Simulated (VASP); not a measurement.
# CdGe3 (I4/mmm) in VASP: notebook

CdGe3 is run at these levels: PBE; tasks: single point.

All numbers are computed with VASP 6.6.1; they aren't measurements. Logs are shortened: lines on timing, memory, paths and dates and some standing lists are left out, and cuts for length are marked.

### Step 1. The cell of the first run

It takes space group I4/mmm (No. 139, tetragonal). Conventional cell: a = 4.143 Å, b = 4.143 Å, c = 9.123 Å, α = 90.00°, β = 90.00°, γ = 90.00°. Within 3.9 Å of Cd (site symmetry 4/mmm) lie 12 Ge at 2.93 to 3.08 Å. Within 3.9 Å of Ge (site symmetry 4/mmm) lie 4 Cd at 2.93 Å and 8 Ge at 3.08 Å. Ge (site symmetry -4m2) has 8 Ge at 2.93 to 3.08 Å and 4 Cd at 3.08 Å within 3.9 Å.

### Step 2. Single point, PBE

INCAR

```
PREC = Accurate ; ENCUT = 520
EDIFF = 1E-7 ; ISMEAR = -1
SIGMA = 0.05 ; LREAL = F
LASPH = T ; NELM = 100
ALGO = Normal ; ISIF = 2
LWAVE = F ; LCHARG = F
GGA = PE ; NBANDS = 35
```

KPOINTS

```
Automatic mesh
0
Gamma
  9 9 9
```

POSCAR

```
CdGe3
1.0
   -2.0714954790      2.0714954790      4.5616660609
    2.0714954790     -2.0714954790      4.5616660609
    2.0714954790      2.0714954790     -4.5616660609
Cd Ge
1 3
Direct
    0.0000000000      0.0000000000      0.0000000000
    0.5000000000      0.5000000000      0.0000000000
    0.2500000000      0.7500000000      0.5000000000
    0.7500000000      0.2500000000      0.5000000000
```

Potentials or basis: VASP PAW PBE potentials, release 64 (Cd, Ge_d).

Started as:

```
$ cat potpaw_PBE.64/Cd/POTCAR potpaw_PBE.64/Ge_d/POTCAR > POTCAR
$ mpirun -np 1 vasp_std > vasp.out
```

OUTCAR:

```text
PREC = Accurate
   ENCUT = 520
   EDIFF = 1E-7
   ISMEAR = -1
   LREAL = F
   LASPH = T
   NELM = 100
   ISIF = 2
   GGA = PE

 ion  position               nearest neighbor table
   1  0.000  0.000  0.000-   2 2.93   2 2.93   2 2.93   2 2.93   4 3.08   3 3.08   4 3.08   3 3.08
                             4 3.08   4 3.08   3 3.08   3 3.08
   2  0.500  0.500  0.000-   1 2.93   1 2.93   1 2.93   1 2.93
   3  0.250  0.750  0.500-   1 3.08   1 3.08   1 3.08   1 3.08
   4  0.750  0.250  0.500-   1 3.08   1 3.08   1 3.08   1 3.08

  LATTYP: Found a body centered tetragonal cell.
 ALAT       =     4.1429909580
 C/A-ratio  =     2.2021124869

  Lattice vectors:

 A1 = (  -2.0714954790,   2.0714954790,   4.5616660609)
 A2 = (   2.0714954790,  -2.0714954790,   4.5616660609)
 A3 = (   2.0714954790,   2.0714954790,  -4.5616660609)

Analysis of symmetry for initial positions (statically):
=====================================================================
 Subroutine PRICEL returns:
 Original cell was already a primitive cell.

 Routine SETGRP: Setting up the symmetry group for a
 body centered tetragonal supercell.

 Subroutine GETGRP returns: Found 16 space group operations
 (whereof 16 operations were pure point group operations)
 out of a pool of 16 trial point group operations.

The static configuration has the point symmetry D_4h.

Analysis of symmetry for dynamics (positions and initial velocities):
=====================================================================
 Subroutine PRICEL returns:
 Original cell was already a primitive cell.

 Routine SETGRP: Setting up the symmetry group for a
 body centered tetragonal supercell.

 Subroutine GETGRP returns: Found 16 space group operations
 (whereof 16 operations were pure point group operations)
 out of a pool of 16 trial point group operations.

The dynamic configuration has the point symmetry D_4h.

 Subroutine INISYM returns: Found 16 space group operations
 (whereof 16 operations are pure point group operations),
 and found     1 'primitive' translations

----------------------------------------------------------------------------------------

                                     Primitive cell

  volume of cell :      78.2981

  direct lattice vectors                    reciprocal lattice vectors
    -2.071495479  2.071495479  4.561666061     0.000000000  0.241371514  0.109609076
     2.071495479 -2.071495479  4.561666061     0.241371514  0.000000000  0.109609076
     2.071495479  2.071495479 -4.561666061     0.241371514  0.241371514  0.000000000
[... 88 lines left out ...]
   EDIFF  = 0.1E-06   stopping-criterion for ELM
   LREAL  =      F    real-space projection
   EDIFFG = 0.1E-05   stopping-criterion for IOM
   NSW    =      0    number of steps for IOM
   IBRION =     -1    ionic relax: 0-MD 1-quasi-New 2-CG
   NFREE  =      0    steps in history (QN), initial steepest desc. (CG)
   ISIF   =      2    stress and relaxation
   ISYM   =      2    0-nonsym 1-usesym 2-fastsym
   POTIM  = 0.5000    time-step for ionic-motion
   TEBEG  =    0.0;   TEEND  =   0.0 temperature during run
   PSTRESS=    0.0 pullay stress
   NELECT =      54.0000    total number of electrons
   NUPDOWN=      -1.0000    fix difference up-down
   EMIN   =  10.00;   EMAX   =-10.00  energy-range for DOS
   EFERMI =   0.00;   METHOD = LEGACY
   ISMEAR =    -1;   SIGMA  =   0.05  broadening in eV -4-tet -1-fermi 0-gaus
   EFERMI_NEDOS =   21; number of points for ismear=-14 and -15
   IALGO  =     38    algorithm
   IMIX   =      4    mixing-type and parameters
     AMIX     =   0.40;   BMIX     =  1.00
     AMIX_MAG =   1.60;   BMIX_MAG =  1.00
  volume/ion in A,a.u.               =      19.57       132.10
  Fermi-wavevector in a.u.,A,eV,Ry     =   1.446402  2.733303 28.464449  2.092078
  Thomas-Fermi vector in A             =   2.564474
   LORBIT       =      0    0 simple, 1 ext, 2 COOP (PROOUT), +10 PAW based schemes
   GGA     = PE    functional components
   LHFCALC =     F    Hartree Fock is set to
   AEXX    =    0.0000 exact exchange contribution
   IVDW    =     0    specifies the selected vdW correction
   LEPSILON=     F    determine dielectric tensor
   LRPA    =     F    only Hartree local field effects (RPA)
 non-spin polarized calculation
  energy-cutoff  :      520.00
  volume of cell :       78.30
 maximum number of plane-waves:      2131
   NGX = 21   NGY = 21   NGZ = 21

 number of electron      54.0000013 magnetization

 Free energy of the ion-electron system (eV)
  ---------------------------------------------------
  ext. energy  EPLUGINS =         0.00000000
  ---------------------------------------------------
  free energy    TOTEN  =       -13.10238597 eV

  energy without entropy =      -13.08653970  energy(sigma->0) =      -13.09446283

 E-fermi :   5.7782     XC(G=0): -11.2207

 val. band max:        5.7654969645   @ k =  -0.2222   0.2222   0.2222
 cond. band min:       5.7843695300   @ k =  -0.4444   0.4444   0.2222
 fundamental gap:      0.0188725655
 Fermi energy:         5.7781525129

 k-point     1 :       0.0000    0.0000    0.0000
  band No.  band energies     occupation
      1     -19.0829      2.00000
      2     -19.0485      2.00000
      3     -19.0371      2.00000
      4     -19.0267      2.00000
      5     -19.0267      2.00000
      6     -19.0090      2.00000
[... 901 lines left out ...]
     34      13.3374      0.00000
     35      15.5943      0.00000

 [... further k-points ...]

------------------------ aborting loop because EDIFF is reached ----------------------------------------

  FORCE on cell =-STRESS in cart. coord.  units (eV):
  Direction    XX          YY          ZZ          XY          YZ          ZX
  --------------------------------------------------------------------------------------
  -------------------------------------------------------------------------------------
  Total        1.5617079      1.5617079      2.1482593      0.0000000      0.0000000      0.0000000
  in kB       31.9564798     31.9564798     43.9587991      0.0000000      0.0000000      0.0000000
  external PRESSURE =      35.9572529 kB  Pullay stress =       0.0000000 kB

 VOLUME and BASIS-vectors are now :
 -----------------------------------------------------------------------------
  energy-cutoff  :      520.00
  volume of cell :       78.30
      direct lattice vectors                 reciprocal lattice vectors
    -2.071495479  2.071495479  4.561666061     0.000000000  0.241371514  0.109609076
     2.071495479 -2.071495479  4.561666061     0.241371514  0.000000000  0.109609076
     2.071495479  2.071495479 -4.561666061     0.241371514  0.241371514  0.000000000

 POSITION                                       TOTAL-FORCE (eV/Angst)
 -----------------------------------------------------------------------------------
      0.00000      0.00000      0.00000        -0.000000      0.000000     -0.000000
      0.00000      0.00000      4.56167        -0.000000      0.000000     -0.000000
      2.07150      0.00000      2.28083        -0.000000     -0.000000      0.000000
      0.00000      2.07150      2.28083         0.000000     -0.000000      0.000000
 -----------------------------------------------------------------------------------
    total drift:                               -0.000000     -0.000000      0.000000

  FREE ENERGIE OF THE ION-ELECTRON SYSTEM (eV)
  ---------------------------------------------------
  free  energy   TOTEN  =       -13.1023859732 eV

  energy  without entropy=      -13.0865396957  energy(sigma->0) =      -13.09446283
```

OSZICAR:

```text
N       E                     dE             d eps       ncg     rms          rms(c)
DAV:   1     0.481895032634E+03    0.48190E+03   -0.26956E+04  6464   0.414E+03
DAV:   2     0.641707562027E+02   -0.41772E+03   -0.40636E+03  5258   0.801E+02
DAV:   3    -0.980549320945E+01   -0.73976E+02   -0.72942E+02  5727   0.201E+02
DAV:   4    -0.133325484553E+02   -0.35271E+01   -0.35088E+01  6142   0.484E+01
DAV:   5    -0.133980614323E+02   -0.65513E-01   -0.65495E-01  5733   0.763E+00    0.471E+00
DAV:   6    -0.131237665739E+02    0.27429E+00   -0.67376E-01  6251   0.821E+00    0.443E+00
DAV:   7    -0.131072206040E+02    0.16546E-01   -0.15516E-01  6218   0.376E+00    0.234E+00
DAV:   8    -0.131032878158E+02    0.39328E-02   -0.30574E-02  6018   0.183E+00    0.234E-01
DAV:   9    -0.131024677323E+02    0.82008E-03   -0.63402E-03  6022   0.108E+00    0.601E-02
DAV:  10    -0.131024102881E+02    0.57444E-04   -0.79962E-04  5635   0.351E-01    0.304E-02
DAV:  11    -0.131023941217E+02    0.16166E-04   -0.74189E-05  6442   0.892E-02    0.219E-02
DAV:  12    -0.131023892776E+02    0.48441E-05   -0.11526E-05  6310   0.585E-02    0.159E-02
DAV:  13    -0.131023852964E+02    0.39812E-05   -0.22902E-05  6080   0.586E-02    0.449E-03
DAV:  14    -0.131023859224E+02   -0.62600E-06   -0.42633E-06  5742   0.147E-02    0.979E-04
DAV:  15    -0.131023859732E+02   -0.50719E-07   -0.46668E-07  4868   0.126E-02
   1 F= -.13102386E+02 E0= -.13094463E+02  d E =-.158463E-01
```

Wall time 2.3 min (1 thread of Intel Xeon 6975P-C (Granite Rapids), shared host); peak memory 0.35 GiB.

Results:

| Property | Result |
| --- | --- |
| Free energy | -13.1024 eV |
| Pressure | 3.6 GPa |
| Band gap on the k mesh | zero (band 27 reaches 7.84 eV, above the bottom of band 28 at 3.84 eV) |

Stress tensor (GPa, compression positive):
```
3.20 0.00 0.00
0.00 3.20 0.00
0.00 0.00 4.40
```

Levels at points of the mesh, in eV from the Fermi level:
| k point | band 23 | band 24 | band 25 | band 26 | band 27 | band 28 | band 29 | band 30 | band 31 | band 32 |
| --- | --- | --- | --- | --- | --- | --- | --- | --- | --- | --- |
| (0.00, 0.00, 0.00) | -4.84 | -4.31 | -1.69 | -1.69 | -0.84 | -0.84 | 0.12 | 0.99 | 1.23 | 4.53 |

(Part 1 of 2 ends here.)
